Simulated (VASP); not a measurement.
# NaH (P4/mmm) in VASP: a series of runs

Runs on NaH. Level: r2SCAN. Tasks: single point.

All numbers are computed with VASP 6.6.1; they aren't measurements. Logs are shortened: lines on timing, memory, paths and dates and some standing lists are left out, and cuts for length are marked.

### Step 1. The cell of the first run

Symmetry: P4/mmm, No. 123, tetragonal system. The conventional cell has a = 2.807 Å, b = 2.807 Å, c = 3.103 Å, α = 90.00°, β = 90.00°, γ = 90.00°. Na (site symmetry 4/mmm) has 8 H at 2.52 Å and 6 Na at 2.81 to 3.10 Å within 3.3 Å. H (site symmetry 4/mmm) has 8 Na at 2.52 Å and 6 H at 2.81 to 3.10 Å within 3.3 Å.

### Step 2. Single point, r2SCAN (strain -0.050 along x and y, +0.050 along z)

The input, POSCAR:

```
NaH
1.0
    2.8073678000      0.0000000000      0.0000000000
    0.0000000000      2.8073678000      0.0000000000
    0.0000000000      0.0000000000      3.1028802000
Na H
1 1
Direct
    0.0000000000      0.0000000000      0.0000000000
    0.5000000000      0.5000000000      0.5000000000
```

The input, INCAR.step1:

```
SYSTEM = NaH
PREC = Accurate ; ENCUT = 520
ISMEAR = 0 ; SIGMA = 0.05
LREAL = .FALSE. ; LASPH = .TRUE.
NELM = 80 ; NBANDS = 11
GGA = PE ; ALGO = Normal
EDIFF = 1E-4 ; LWAVE = .TRUE.
LCHARG = .FALSE.
```

The input, INCAR.step2:

```
SYSTEM = NaH
PREC = Accurate ; ENCUT = 520
EDIFF = 1E-6 ; ISMEAR = 0
SIGMA = 0.05 ; LREAL = .FALSE.
LASPH = .TRUE. ; NELM = 80
ALGO = Normal ; ISIF = 2
LWAVE = .FALSE. ; LCHARG = .FALSE.
METAGGA = R2SCAN ; LMIXTAU = .TRUE.
NBANDS = 11 ; ISTART = 1
```

The input, KPOINTS:

```
regular mesh
0
G
  10 10 10
  0 0 0
```

Potentials or basis: VASP PAW PBE potentials, release 64 (Na_pv, H).

Launch:

```
$ cat potpaw_PBE.64/Na_pv/POTCAR potpaw_PBE.64/H/POTCAR > POTCAR
$ cp INCAR.step1 INCAR
$ mpirun -np 1 vasp_std > vasp.out
$ cp INCAR.step2 INCAR
$ mpirun -np 1 vasp_std > vasp.out
```

OUTCAR:

```text
SYSTEM = NaH
   PREC = Accurate
   ENCUT = 520
   EDIFF = 1E-6
   ISMEAR = 0
   LREAL = .FALSE.
   LASPH = .TRUE.
   NELM = 80
   ISIF = 2
   METAGGA = R2SCAN
   ISTART = 1

 ion  position               nearest neighbor table
   1  0.000  0.000  0.000-
   2  0.500  0.500  0.500-

  LATTYP: Found a simple tetragonal cell.
 ALAT       =     2.8073678000
 C/A-ratio  =     1.1052631579

  Lattice vectors:

 A1 = (   2.8073678000,   0.0000000000,   0.0000000000)
 A2 = (   0.0000000000,   2.8073678000,   0.0000000000)
 A3 = (   0.0000000000,   0.0000000000,   3.1028802000)

Analysis of symmetry for initial positions (statically):
=====================================================================
 Subroutine PRICEL returns:
 Original cell was already a primitive cell.

 Routine SETGRP: Setting up the symmetry group for a
 simple tetragonal supercell.

 Subroutine GETGRP returns: Found 16 space group operations
 (whereof 16 operations were pure point group operations)
 out of a pool of 16 trial point group operations.

The static configuration has the point symmetry D_4h.

Analysis of symmetry for dynamics (positions and initial velocities):
=====================================================================
 Subroutine PRICEL returns:
 Original cell was already a primitive cell.

 Routine SETGRP: Setting up the symmetry group for a
 simple tetragonal supercell.

 Subroutine GETGRP returns: Found 16 space group operations
 (whereof 16 operations were pure point group operations)
 out of a pool of 16 trial point group operations.

The dynamic configuration has the point symmetry D_4h.

 Subroutine INISYM returns: Found 16 space group operations
 (whereof 16 operations are pure point group operations),
 and found     1 'primitive' translations

----------------------------------------------------------------------------------------

                                     Primitive cell

  volume of cell :      24.4548

  direct lattice vectors                    reciprocal lattice vectors
     2.807367800  0.000000000  0.000000000     0.356205553  0.000000000  0.000000000
     0.000000000  2.807367800  0.000000000     0.000000000  0.356205553  0.000000000
     0.000000000  0.000000000  3.102880200     0.000000000  0.000000000  0.322281215

  length of vectors
     2.807367800  2.807367800  3.102880200     0.356205553  0.356205553  0.322281215

  position of ions in fractional coordinates (direct lattice)
     0.000000000  0.000000000  0.000000000
[... 80 lines left out ...]
   EDIFFG = 0.1E-04   stopping-criterion for IOM
   NSW    =      0    number of steps for IOM
   IBRION =     -1    ionic relax: 0-MD 1-quasi-New 2-CG
   NFREE  =      0    steps in history (QN), initial steepest desc. (CG)
   ISIF   =      2    stress and relaxation
   ISYM   =      2    0-nonsym 1-usesym 2-fastsym
   POTIM  = 0.5000    time-step for ionic-motion
   TEBEG  =    0.0;   TEEND  =   0.0 temperature during run
   PSTRESS=    0.0 pullay stress
   NELECT =       8.0000    total number of electrons
   NUPDOWN=      -1.0000    fix difference up-down
   EMIN   =  10.00;   EMAX   =-10.00  energy-range for DOS
   EFERMI =   0.00;   METHOD = LEGACY
   ISMEAR =     0;   SIGMA  =   0.05  broadening in eV -4-tet -1-fermi 0-gaus
   EFERMI_NEDOS =   21; number of points for ismear=-14 and -15
   IALGO  =     38    algorithm
   IMIX   =      4    mixing-type and parameters
     AMIX     =   0.40;   BMIX     =  1.00
     AMIX_MAG =   1.60;   BMIX_MAG =  1.00
  volume/ion in A,a.u.               =      12.23        82.51
  Fermi-wavevector in a.u.,A,eV,Ry     =   1.128020  2.131649 17.312461  1.272430
  Thomas-Fermi vector in A             =   2.264709
   LORBIT       =      0    0 simple, 1 ext, 2 COOP (PROOUT), +10 PAW based schemes
   METAGGA = R2SCAN    functional components
   LHFCALC =     F    Hartree Fock is set to
   AEXX    =    0.0000 exact exchange contribution
   IVDW    =     0    specifies the selected vdW correction
   LEPSILON=     F    determine dielectric tensor
   LRPA    =     F    only Hartree local field effects (RPA)
 non-spin polarized calculation
 Gauss-broadening in eV      SIGMA  =   0.05
  energy-cutoff  :      520.00
  volume of cell :       24.45
 maximum number of plane-waves:       684
 NGX is ok and might be reduce to    24
   NGX = 11   NGY = 11   NGZ = 11

 number of electron       8.0000002 magnetization

 Free energy of the ion-electron system (eV)
  ---------------------------------------------------
  ext. energy  EPLUGINS =         0.00000000
  ---------------------------------------------------
  free energy    TOTEN  =        -7.22858928 eV

  energy without entropy =       -7.22858928  energy(sigma->0) =       -7.22858928

 E-fermi :   1.6860     XC(G=0):  -8.7752

 val. band max:        1.4346712830   @ k =   0.5000   0.5000   0.5000
 cond. band min:       2.3179052391   @ k =   0.0000   0.0000   0.5000
 fundamental gap:      0.8832339561
 Fermi energy:         1.6860016849

 k-point     1 :       0.0000    0.0000    0.0000
  band No.  band energies     occupation
      1     -24.2154      2.00000
      2     -24.2079      2.00000
      3     -24.2079      2.00000
      4      -4.8615      2.00000
      5      10.5043      0.00000
      6      12.7845      0.00000
      7      13.3483      0.00000
      8      14.0575      0.00000
      9      16.2722      0.00000
     10      16.2722      0.00000
     11      27.8087      0.00000
[... 309 lines left out ...]
 k-point    24 :       0.2000    0.0000    0.1000
  band No.  band energies     occupation
      1     -24.2952      2.00000
      2     -24.2168      2.00000
      3     -24.1994      2.00000
      4      -4.0335      2.00000
      5       8.3996      0.00000
      6       9.7297      0.00000
      7      14.2327      0.00000
      8      15.5525      0.00000
      9      16.8501      0.00000
     10      21.6887      0.00000
     11      22.5142      0.00000

 [... further k-points ...]
[... 5 lines left out ...]
  --------------------------------------------------------------------------------------
  -------------------------------------------------------------------------------------
  Total        0.7207971      0.7207971     -1.1981717      0.0000000     -0.0000000      0.0000000
  in kB       47.2236931     47.2236931    -78.4993381      0.0000000     -0.0000000      0.0000000
  external PRESSURE =       5.3160160 kB  Pullay stress =       0.0000000 kB

 VOLUME and BASIS-vectors are now :
 -----------------------------------------------------------------------------
  energy-cutoff  :      520.00
  volume of cell :       24.45
      direct lattice vectors                 reciprocal lattice vectors
     2.807367800  0.000000000  0.000000000     0.356205553  0.000000000  0.000000000
     0.000000000  2.807367800  0.000000000     0.000000000  0.356205553  0.000000000
     0.000000000  0.000000000  3.102880200     0.000000000  0.000000000  0.322281215

 POSITION                                       TOTAL-FORCE (eV/Angst)
 -----------------------------------------------------------------------------------
      0.00000      0.00000      0.00000         0.000000      0.000000      0.000000
      1.40368      1.40368      1.55144         0.000000      0.000000      0.000000
 -----------------------------------------------------------------------------------
    total drift:                                0.000000      0.000000      0.000000

  FREE ENERGIE OF THE ION-ELECTRON SYSTEM (eV)
  ---------------------------------------------------
  free  energy   TOTEN  =        -7.2285892841 eV

  energy  without entropy=       -7.2285892841  energy(sigma->0) =       -7.22858928
```

OUTCAR.step1:

```text
SYSTEM = NaH
   PREC = Accurate
   ENCUT = 520
   ISMEAR = 0
   LREAL = .FALSE.
   LASPH = .TRUE.
[... 559 lines left out ...]
      0.00000      0.00000      0.00000         0.000000      0.000000      0.000000
      1.40368      1.40368      1.55144         0.000000      0.000000      0.000000
 -----------------------------------------------------------------------------------
    total drift:                                0.000000      0.000000      0.000000

  FREE ENERGIE OF THE ION-ELECTRON SYSTEM (eV)
  ---------------------------------------------------
  free  energy   TOTEN  =        -4.7021240563 eV

  energy  without entropy=       -4.7021240535  energy(sigma->0) =       -4.70212405
```

It took 27 s on 1 thread of Intel Xeon 6975P-C (Granite Rapids), shared host; peak memory 0.15 GiB.

What came out:

* Free energy: -7.2286 eV
* Pressure: 0.5 GPa
* Band gap on the k mesh: 0.88 eV, indirect (least direct gap 5.03 eV)

Levels at points of the mesh, in eV from the valence-band top:
```tsv
k point	band 1	band 2	band 3	band 4	band 5	band 6	band 7	band 8	band 9
(0.00, 0.00, 0.00)	-25.65	-25.64	-25.64	-6.30	9.07	11.35	11.91	12.62	14.84
(0.50, 0.00, 0.00)	-25.90	-25.62	-25.62	-3.48	1.86	11.66	13.41	14.84	16.70
(0.50, 0.50, 0.00)	-25.85	-25.85	-25.60	-1.56	5.45	5.45	8.56	14.38	18.24
(0.00, 0.00, 0.50)	-25.77	-25.63	-25.63	-4.15	0.88	13.00	15.13	16.26	16.26
(0.50, 0.00, 0.50)	-25.87	-25.72	-25.61	-2.15	4.45	4.69	7.65	16.91	20.32
(0.50, 0.50, 0.50)	-25.83	-25.83	-25.69	0.00	6.98	7.49	7.49	10.31	10.31
```

Caveat: the cell differs from its parent crystal (strain -0.050 along x and y, +0.050 along z); the PAW data sets were made with another functional, which shifts forces and pressure a little.

### Step 3. Single point, r2SCAN (strain +0.050 along x and y, -0.050 along z)

The input, POSCAR:

```
NaH
1.0
    3.1028802000      0.0000000000      0.0000000000
    0.0000000000      3.1028802000      0.0000000000
    0.0000000000      0.0000000000      2.8073678000
Na H
1 1
Direct
    0.0000000000      0.0000000000      0.0000000000
    0.5000000000      0.5000000000      0.5000000000
```

The input, INCAR.step1:

```
PREC     = Accurate       # precision mode
ENCUT    = 520            # plane-wave cutoff, eV
ISMEAR   = 0              # smearing method
SIGMA    = 0.05           # smearing width, eV
LREAL    = F              # projectors in reciprocal space
LASPH    = T              # aspherical terms in the spheres
NELM     = 80             # most SCF steps
NBANDS   = 11             # bands
GGA      = PE             # functional
ALGO     = Normal         # electronic algorithm
EDIFF    = 1E-4           # SCF threshold, eV
LWAVE    = T              # write WAVECAR
LCHARG   = F              # write CHGCAR
```

The input, INCAR.step2:

```
PREC     = Accurate       # precision mode
ENCUT    = 520            # plane-wave cutoff, eV
EDIFF    = 1E-7           # SCF threshold, eV
ISMEAR   = 0              # smearing method
SIGMA    = 0.05           # smearing width, eV
LREAL    = F              # projectors in reciprocal space
LASPH    = T              # aspherical terms in the spheres
NELM     = 80             # most SCF steps
ALGO     = Normal         # electronic algorithm
ISIF     = 2              # what is computed and relaxed
LWAVE    = F              # write WAVECAR
LCHARG   = T              # write CHGCAR
METAGGA  = R2SCAN         # meta-GGA
LMIXTAU  = T            
LELF     = T              # ELF
LVHAR    = T            
NBANDS   = 11             # bands
ISTART   = 1
```

The input, KPOINTS:

```
regular mesh
0
Gamma
  10 10 10
```

Potentials or basis: VASP PAW PBE potentials, release 64 (Na_pv, H).

Launch:

```
$ cat potpaw_PBE.64/Na_pv/POTCAR potpaw_PBE.64/H/POTCAR > POTCAR
$ cp INCAR.step1 INCAR
$ mpirun -np 1 vasp_std > vasp.out
$ cp INCAR.step2 INCAR
$ mpirun -np 1 vasp_std > vasp.out
```

It took 34 s on 1 thread of Intel Xeon 6975P-C (Granite Rapids), shared host; peak memory 0.15 GiB.

The run converged. Its results:

* Free energy: -7.2198 eV
* Pressure: -1.6 GPa
* Band gap on the k mesh: 1.21 eV, indirect (least direct gap 4.84 eV)

Stress tensor (GPa, compression positive):
```
-5.27  0.00  0.00
 0.00 -5.27  0.00
 0.00  0.00  5.59
```

Levels at points of the mesh, in eV from the valence-band top:
| k point | band 1 | band 2 | band 3 | band 4 | band 5 | band 6 | band 7 | band 8 |
| --- | --- | --- | --- | --- | --- | --- | --- | --- |
| (0.00, 0.00, 0.00) | -25.62 | -25.62 | -25.61 | -5.81 | 8.75 | 10.46 | 11.78 | 11.78 |
| (0.50, 0.00, 0.00) | -25.73 | -25.61 | -25.60 | -3.64 | 1.21 | 11.37 | 13.52 | 14.29 |
| (0.50, 0.50, 0.00) | -25.71 | -25.71 | -25.59 | -2.16 | 4.10 | 4.10 | 6.85 | 16.81 |
| (0.00, 0.00, 0.50) | -25.85 | -25.59 | -25.59 | -2.96 | 2.17 | 10.99 | 14.02 | 14.02 |
| (0.50, 0.00, 0.50) | -25.83 | -25.69 | -25.59 | -1.54 | 4.88 | 5.08 | 7.76 | 14.42 |
| (0.50, 0.50, 0.50) | -25.82 | -25.68 | -25.68 | 0.00 | 7.05 | 7.05 | 7.46 | 9.61 |

Caveat: the cell differs from its parent crystal (strain +0.050 along x and y, -0.050 along z); the PAW data sets were made with another functional, which shifts forces and pressure a little.
